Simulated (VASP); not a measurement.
# SiO2 (P4_2/mnm) in VASP: notebook, part 2 of 2

VASP 6.6.1. The steps go on from the part before.

### 5 Relaxation of cell and atoms, LDA

Contents of INCAR:

```
SYSTEM = SiO2
  PREC = Accurate
  ENCUT = 600
  EDIFF = 1E-6
  ISMEAR = -1
  SIGMA = 0.1
  LREAL = .FALSE.
  LASPH = .TRUE.
  NELM = 60
  ALGO = Normal
  ISIF = 3
  LWAVE = .FALSE.
  LCHARG = .FALSE.
  GGA = CA
  IBRION = 2
  NSW = 60
  EDIFFG = -0.01
```

Contents of KPOINTS:

```
regular mesh
0
G
  4 4 7
  0 0 0
```

Contents of POSCAR:

```
SiO2
1.0
    4.1892883500      0.0000000000      0.0000000000
    0.0000000000      4.1892883500      0.0000000000
    0.0000000000      0.0000000000      2.6701772400
Si O
2 4
Direct
    0.0000000000      0.0000000000      0.0000000000
    0.5000000000      0.5000000000      0.5000000000
    0.3059000000      0.3059000000      0.0000000000
    0.1941000000      0.8059000000      0.5000000000
    0.6941000000      0.6941000000      0.0000000000
    0.8059000000      0.1941000000      0.5000000000
```

Potentials or basis: VASP PAW LDA potentials, release 64 (Si, O).

Run with:

```console
cat potpaw_LDA.64/Si/POTCAR potpaw_LDA.64/O/POTCAR > POTCAR
mpirun -np 1 vasp_std > vasp.out
```

OUTCAR:

```text
SYSTEM = SiO2
   PREC = Accurate
   ENCUT = 600
   EDIFF = 1E-6
   ISMEAR = -1
   LREAL = .FALSE.
   LASPH = .TRUE.
   NELM = 60
   ISIF = 3
   GGA = CA
   IBRION = 2
   NSW = 60
   EDIFFG = -0.01

 ion  position               nearest neighbor table
   1  0.000  0.000  0.000-   4 1.76   6 1.76   4 1.76   6 1.76   5 1.81   3 1.81
   2  0.500  0.500  0.500-   3 1.76   5 1.76   3 1.76   5 1.76   4 1.81   6 1.81
   3  0.306  0.306  0.000-   2 1.76   2 1.76   1 1.81
   4  0.194  0.806  0.500-   1 1.76   1 1.76   2 1.81
   5  0.694  0.694  0.000-   2 1.76   2 1.76   1 1.81
   6  0.806  0.194  0.500-   1 1.76   1 1.76   2 1.81

  LATTYP: Found a simple tetragonal cell.
 ALAT       =     4.1892883500
 C/A-ratio  =     0.6373820604

  Lattice vectors:

 A1 = (   4.1892883500,   0.0000000000,   0.0000000000)
 A2 = (   0.0000000000,   4.1892883500,   0.0000000000)
 A3 = (   0.0000000000,   0.0000000000,   2.6701772400)

Analysis of symmetry for initial positions (statically):
=====================================================================
 Subroutine PRICEL returns:
 Original cell was already a primitive cell.

 Routine SETGRP: Setting up the symmetry group for a
 simple tetragonal supercell.

 Subroutine GETGRP returns: Found 16 space group operations
 (whereof  8 operations were pure point group operations)
 out of a pool of 16 trial point group operations.

The static configuration has the point symmetry D_2h.
 The point group associated with its full space group is D_4h.

Analysis of symmetry for dynamics (positions and initial velocities):
=====================================================================
 Subroutine PRICEL returns:
 Original cell was already a primitive cell.

 Routine SETGRP: Setting up the symmetry group for a
 simple tetragonal supercell.

 Subroutine GETGRP returns: Found 16 space group operations
 (whereof  8 operations were pure point group operations)
 out of a pool of 16 trial point group operations.

The dynamic configuration has the point symmetry D_2h.
 The point group associated with its full space group is D_4h.

 Subroutine INISYM returns: Found 16 space group operations
 (whereof  8 operations are pure point group operations),
 and found     1 'primitive' translations

----------------------------------------------------------------------------------------

                                     Primitive cell

  volume of cell :      46.8620

  direct lattice vectors                    reciprocal lattice vectors
     4.189288350  0.000000000  0.000000000     0.238704027  0.000000000  0.000000000
     0.000000000  4.189288350  0.000000000     0.000000000  0.238704027  0.000000000
     0.000000000  0.000000000  2.670177240     0.000000000  0.000000000  0.374506975

  length of vectors
     4.189288350  4.189288350  2.670177240     0.238704027  0.238704027  0.374506975

  position of ions in fractional coordinates (direct lattice)
     0.000000000  0.000000000  0.000000000
     0.500000000  0.500000000  0.500000000
     0.305900000  0.305900000  0.000000000
     0.194100000  0.805900000  0.500000000
     0.694100000  0.694100000  0.000000000
     0.805900000  0.194100000  0.500000000

  ion indices of the primitive-cell ions
   primitive index   ion index
                 1           1
                 2           2
                 3           3
                 4           4
                 5           5
                 6           6

----------------------------------------------------------------------------------------

 KPOINTS: regular mesh

Automatic generation of k-mesh.
 Grid dimensions read from file:
 generate k-points for:    4    4    7

 Generating k-lattice:

  Cartesian coordinates                     Fractional coordinates (reciprocal lattice)
     0.059676007  0.000000000  0.000000000     0.250000000  0.000000000  0.000000000
     0.000000000  0.059676007  0.000000000     0.000000000  0.250000000  0.000000000
     0.000000000  0.000000000  0.053500996     0.000000000  0.000000000  0.142857143

  Length of vectors
     0.059676007  0.059676007  0.053500996

  Shift w.r.t. Gamma in fractional coordinates (k-lattice)
     0.000000000  0.000000000  0.000000000

 Subroutine IBZKPT returns following result:
 ===========================================

 Found     24 irreducible k-points:

 Following reciprocal coordinates:
            Coordinates               Weight
  0.000000  0.000000  0.000000      1.000000
  0.250000  0.000000  0.000000      4.000000
  0.500000  0.000000  0.000000      2.000000
  0.250000  0.250000  0.000000      4.000000
  0.500000  0.250000  0.000000      4.000000
  0.500000  0.500000  0.000000      1.000000
[... 16 lines left out ...]
  0.500000  0.250000  0.428571      8.000000
  0.500000  0.500000  0.428571      2.000000
   k-points           NKPTS =     24   k-points in BZ     NKDIM =     24   number of bands    NBANDS=     20
   number of dos      NEDOS =    301   number of ions     NIONS =      6
   total plane-waves  NPLWV =  31104
   dimension x,y,z NGX =    36 NGY =   36 NGZ =   24
   dimension x,y,z NGXF=    72 NGYF=   72 NGZF=   48
   ions per type =               2   4
   NGX,Y,Z   is equivalent  to a cutoff of  14.29, 14.29, 14.94 a.u.
   NGXF,Y,Z  is equivalent  to a cutoff of  28.57, 28.57, 29.88 a.u.
 SYSTEM =  SiO2
   PREC   = accura    normal or accurate (medium, high low for compatibility)
   ISTART =      0    job   : 0-new  1-cont  2-samecut
   ICHARG =      2    charge: 1-file 2-atom 10-const
   ISPIN  =      1    spin polarized calculation?
   LNONCOLLINEAR =      F non collinear calculations
   LSORBIT =      F    spin-orbit coupling
   LASPH  =      T    aspherical Exc in radial PAW
   ENCUT  =  600.0 eV  44.10 Ry    6.64 a.u.   8.37  8.37  5.33*2*pi/ulx,y,z
   NELM   =     60;   NELMIN=  2; NELMDL= -5     # of ELM steps
   EDIFF  = 0.1E-05   stopping-criterion for ELM
   LREAL  =      F    real-space projection
   EDIFFG = -.1E-01   stopping-criterion for IOM
   NSW    =     60    number of steps for IOM
   IBRION =      2    ionic relax: 0-MD 1-quasi-New 2-CG
   NFREE  =      1    steps in history (QN), initial steepest desc. (CG)
   ISIF   =      3    stress and relaxation
   ISYM   =      2    0-nonsym 1-usesym 2-fastsym
   POTIM  = 0.5000    time-step for ionic-motion
   TEBEG  =    0.0;   TEEND  =   0.0 temperature during run
   PSTRESS=    0.0 pullay stress
   NELECT =      32.0000    total number of electrons
   NUPDOWN=      -1.0000    fix difference up-down
   EMIN   =  10.00;   EMAX   =-10.00  energy-range for DOS
   EFERMI =   0.00;   METHOD = LEGACY
   ISMEAR =    -1;   SIGMA  =   0.10  broadening in eV -4-tet -1-fermi 0-gaus
   EFERMI_NEDOS =   21; number of points for ismear=-14 and -15
   IALGO  =     38    algorithm
   IMIX   =      4    mixing-type and parameters
     AMIX     =   0.40;   BMIX     =  1.00
     AMIX_MAG =   1.60;   BMIX_MAG =  1.00
  volume/ion in A,a.u.               =       7.81        52.71
  Fermi-wavevector in a.u.,A,eV,Ry     =   1.441622  2.724270 28.276620  2.078273
  Thomas-Fermi vector in A             =   2.560233
   LORBIT       =      0    0 simple, 1 ext, 2 COOP (PROOUT), +10 PAW based schemes
   GGA     = CA    functional components
   LHFCALC =     F    Hartree Fock is set to
   AEXX    =    0.0000 exact exchange contribution
   IVDW    =     0    specifies the selected vdW correction
   LEPSILON=     F    determine dielectric tensor
   LRPA    =     F    only Hartree local field effects (RPA)
 conjugate gradient relaxation of ions
 non-spin polarized calculation
  energy-cutoff  :      600.00
  volume of cell :       46.86
 maximum number of plane-waves:      1580
 NGX is ok and might be reduce to    36
   NGX = 17   NGY = 17   NGZ = 11

--------------------------------------- Ionic step        1  -------------------------------------------

 number of electron      32.0000003 magnetization

 Free energy of the ion-electron system (eV)
  ---------------------------------------------------
  ext. energy  EPLUGINS =         0.00000000
  ---------------------------------------------------
  free energy    TOTEN  =       -51.97520420 eV

  energy without entropy =      -51.97520420  energy(sigma->0) =      -51.97520420

 E-fermi :   9.9284     XC(G=0): -12.6998

 val. band max:        8.0064108612   @ k =   0.0000   0.0000   0.0000
 cond. band min:      13.4983642398   @ k =   0.0000   0.0000   0.0000
 fundamental gap:      5.4919533787
 Fermi energy:         9.9284222900

 k-point     1 :       0.0000    0.0000    0.0000
  band No.  band energies     occupation
      1     -14.3460      2.00000
      2     -10.6348      2.00000
      3     -10.6348      2.00000
      4     -10.4038      2.00000
      5      -2.8811      2.00000
      6       1.5057      2.00000
[... 12 lines left out ...]
     19      16.2850      0.00000
[... 725 lines left out ...]
  energy  without entropy=      -51.9906962706  energy(sigma->0) =      -51.99069627

--------------------------------------- Ionic step        6  -------------------------------------------

 number of electron      31.9999996 magnetization

 Free energy of the ion-electron system (eV)
  ---------------------------------------------------
  ext. energy  EPLUGINS =         0.00000000
  ---------------------------------------------------
  free energy    TOTEN  =       -51.99072538 eV

  energy without entropy =      -51.99072538  energy(sigma->0) =      -51.99072538

 E-fermi :  10.2375     XC(G=0): -12.7967

 val. band max:        8.2798230838   @ k =   0.0000   0.0000   0.0000
 cond. band min:      14.0601707084   @ k =   0.0000   0.0000   0.0000
 fundamental gap:      5.7803476245
 Fermi energy:        10.2374978574

 k-point     1 :       0.0000    0.0000    0.0000
  band No.  band energies     occupation
      1     -14.2637      2.00000
      2     -10.4508      2.00000
      3     -10.4508      2.00000
      4     -10.1703      2.00000
      5      -2.7514      2.00000
      6       1.6971      2.00000
[... 12 lines left out ...]
     19      16.6014      0.00000
[... 561 lines left out ...]
  FREE ENERGIE OF THE ION-ELECTRON SYSTEM (eV)
  ---------------------------------------------------
  free  energy   TOTEN  =       -51.9907253803 eV

  energy  without entropy=      -51.9907253802  energy(sigma->0) =      -51.99072538

 reached required accuracy - stopping structural energy minimisation
```

Run time: 46 s. Hardware: 1 thread of Intel Xeon 6975P-C, shared host; peak memory 0.16 GiB.

Results:

| Item | Value |
| --- | --- |
| Free energy | -51.9907 eV |
| Relaxed volume | 7.67 Å³/atom |
| Relaxed cell | a = 4.154 Å, b = 4.154 Å, c = 2.666 Å, α = 90.00°, β = 90.00°, γ = 90.00° |
| Space group after relaxing (to 0.05 Å) | P4_2/mnm (No. 136) |
| Energy gained by relaxing | 2.6 meV/atom |
| Ionic steps | 6 |
| Pressure after relaxing | 0.0 GPa |
| Largest force after relaxing | 0.007 eV/Å |
| Band gap on the k mesh | 5.78 eV, direct |

Forces in eV/Å, atoms in the order of the input:
```
Si   0.000  0.000  0.000
Si   0.000  0.000  0.000
O   -0.005 -0.005  0.000
O    0.005 -0.005  0.000
O    0.005  0.005  0.000
O   -0.005  0.005  0.000
```

Step by step:
```
step  energy change (eV)  largest force (eV/Å)  pressure (GPa)  volume (Å³)
   1              0.0000                0.0599           -5.39        46.86
   2              0.0100                0.3272            7.67        45.10
   3             -0.0137                0.1025            0.04        46.09
   4             -0.0155                0.0050            0.04        46.01
   5             -0.0155                0.0152            0.05        46.00
   6             -0.0155                0.0068           -0.03        46.01
```

Final structure:
```cif
data_structure
_symmetry_space_group_name_H-M 'P 1'
_symmetry_Int_Tables_number 1
_cell_length_a 4.1539
_cell_length_b 4.1539
_cell_length_c 2.6665
_cell_angle_alpha 90.000
_cell_angle_beta 90.000
_cell_angle_gamma 90.000
_cell_volume 46.01
loop_
_atom_site_label
_atom_site_type_symbol
_atom_site_fract_x
_atom_site_fract_y
_atom_site_fract_z
_atom_site_occupancy
Si1 Si 0.00000 0.00000 0.00000 1
Si2 Si 0.50000 0.50000 0.50000 1
O1 O 0.30542 0.30542 0.00000 1
O2 O 0.19458 0.80542 0.50000 1
O3 O 0.69458 0.69458 0.00000 1
O4 O 0.80542 0.19458 0.50000 1
```

Levels at points of the mesh, in eV from the valence-band top:
```
           k point  band 14  band 15  band 16  band 17  band 18  band 19
(0.00, 0.00, 0.00)    -0.91    -0.91     0.00     5.78     6.40     8.32
(0.50, 0.00, 0.00)    -2.77    -1.09    -1.09     7.71     7.71     8.89
(0.50, 0.50, 0.00)    -2.78    -2.35    -2.35     7.37     7.37     9.91
```

LDA gaps usually lie below the measured ones, often by a third to a half. Zero-point motion and thermal expansion aren't in these numbers.

### 6 Relaxation of cell and atoms, LDA

Contents of INCAR:

```
SYSTEM = SiO2
ALGO = Normal
EDIFF = 1E-6
EDIFFG = -0.01
ENCUT = 600
IBRION = 2
ISIF = 3
ISMEAR = -1
LASPH = .True.
LCHARG = .False.
LREAL = .False.
LWAVE = .False.
NELM = 100
NSW = 60
PREC = Accurate
SIGMA = 0.1
```

Contents of KPOINTS:

```
k-points
0
Gamma
  4 4 7
  0 0 0
```

POSCAR is that of step 5.

Potentials or basis: VASP PAW LDA potentials, release 64 (Si, O).

Run with:

```console
cat potpaw_LDA.64/Si/POTCAR potpaw_LDA.64/O/POTCAR > POTCAR
mpirun -np 1 vasp_std > vasp.out
```

Run time: 56 s. Hardware: 1 thread of Intel Xeon 6975P-C, shared host; peak memory 0.16 GiB.

It converged, with:

* Free energy: -51.9907 eV
* Relaxed volume: 7.67 Å³/atom
* Relaxed cell: a = 4.154 Å, b = 4.154 Å, c = 2.666 Å, α = 90.00°, β = 90.00°, γ = 90.00°
* Space group after relaxing (to 0.05 Å): P4_2/mnm (No. 136)
* Energy gained by relaxing: 2.6 meV/atom
* Ionic steps: 6
* Pressure after relaxing: 0.0 GPa
* Largest force after relaxing: 0.007 eV/Å
* Band gap on the k mesh: 5.78 eV, direct

Forces in eV/Å, atoms in the order of the input:
```
Si   0.000  0.000  0.000
Si   0.000  0.000  0.000
O   -0.005 -0.005  0.000
O    0.005 -0.005  0.000
O    0.005  0.005  0.000
O   -0.005  0.005  0.000
```

Stress tensor (GPa, compression positive):
```
 0.01  0.00  0.00
 0.00  0.01  0.00
 0.00  0.00 -0.12
```

Step by step:
| step | energy change (eV) | largest force (eV/Å) | pressure (GPa) | volume (Å³) |
| --- | --- | --- | --- | --- |
| 1 | 0.0000 | 0.0599 | -5.39 | 46.86 |
| 2 | 0.0100 | 0.3272 | 7.67 | 45.10 |
| 3 | -0.0137 | 0.1025 | 0.04 | 46.09 |
| 4 | -0.0155 | 0.0050 | 0.04 | 46.01 |
| 5 | -0.0155 | 0.0152 | 0.05 | 46.00 |
| 6 | -0.0155 | 0.0068 | -0.03 | 46.01 |

Final structure:
```cif
data_structure
_symmetry_space_group_name_H-M 'P 1'
_symmetry_Int_Tables_number 1
_cell_length_a 4.1539
_cell_length_b 4.1539
_cell_length_c 2.6665
_cell_angle_alpha 90.000
_cell_angle_beta 90.000
_cell_angle_gamma 90.000
_cell_volume 46.01
loop_
_atom_site_label
_atom_site_type_symbol
_atom_site_fract_x
_atom_site_fract_y
_atom_site_fract_z
_atom_site_occupancy
Si1 Si 0.00000 0.00000 0.00000 1
Si2 Si 0.50000 0.50000 0.50000 1
O1 O 0.30542 0.30542 0.00000 1
O2 O 0.19458 0.80542 0.50000 1
O3 O 0.69458 0.69458 0.00000 1
O4 O 0.80542 0.19458 0.50000 1
```

Levels at points of the mesh, in eV from the valence-band top:
```
           k point  band 14  band 15  band 16  band 17  band 18  band 19
(0.00, 0.00, 0.00)    -0.91    -0.91     0.00     5.78     6.40     8.32
(0.50, 0.00, 0.00)    -2.77    -1.09    -1.09     7.71     7.71     8.89
(0.50, 0.50, 0.00)    -2.78    -2.35    -2.35     7.37     7.37     9.91
```

As with any semilocal functional, this LDA gap is likely too small. LDA usually gives volumes a few per cent too small.

### 7 Summary

```csv
task,cell,k mesh,cutoff (eV),gap on the mesh (eV),pressure (GPa),largest force (eV/Å)
single point,"a = 4.189, b = 4.189, c = 2.670 Å, 6 atoms",6 × 6 × 9,520,5.49,-5.0,0.06
single point,"a = 4.155, b = 4.155, c = 2.661 Å, 6 atoms",4 × 4 × 7,520,5.82,1.1,0.04
relaxation of cell and atoms,"relaxed from a = 4.189, b = 4.189, c = 2.670 Å, 6 atoms",4 × 4 × 7,600,5.78,0.0,0.01
```

Alike in all rows: level LDA; potentials or basis VASP PAW LDA potentials, release 64 (Si, O); no spin polarisation; smearing fermi-dirac 0.1 eV.

Absolute energies hang on the potentials; compare differences alone.
